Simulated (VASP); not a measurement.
Here is a VASP 6.6.1 calculation.

File INCAR:

```
PREC = Accurate
ENCUT = 520
EDIFF = 1E-6
ISMEAR = 0
SIGMA = 0.1
LREAL = False
LASPH = True
NELM = 100
ALGO = Normal
ISIF = 2
LWAVE = False
LCHARG = False
GGA = PE
NBANDS = 28
```

KPOINTS

```
regular mesh
0
Gamma
  4 4 4
```

File POSCAR:

```
Zn3C
1.0
    3.9019876300      0.0000000000      0.0000000000
    0.0000000000      3.9019876300      0.0000000000
    0.0000000000      0.0000000000      3.9019876300
Zn C
3 1
Direct
    0.0000000000      0.5000000000      0.5000000000
    0.5000000000      0.5000000000      0.0000000000
    0.5000000000      0.0000000000      0.5000000000
    0.0000000000      0.0000000000      0.0000000000
```

Potentials or basis: VASP PAW PBE potentials, release 64 (Zn, C).

Launch:

```bash
$ cat potpaw_PBE.64/Zn/POTCAR potpaw_PBE.64/C/POTCAR > POTCAR
$ mpirun -np 1 vasp_std > vasp.out
```

**Question.** What does it give for the band gap on the k mesh?

**Answer.** Zero (band 20 reaches 2.74 eV, above the bottom of band 21 at 1.45 eV).

**Question.** What does it give for the pressure?

**Answer.** -9.0 GPa.

Caveat: the k points lie up to 0.40 Å⁻¹ apart.
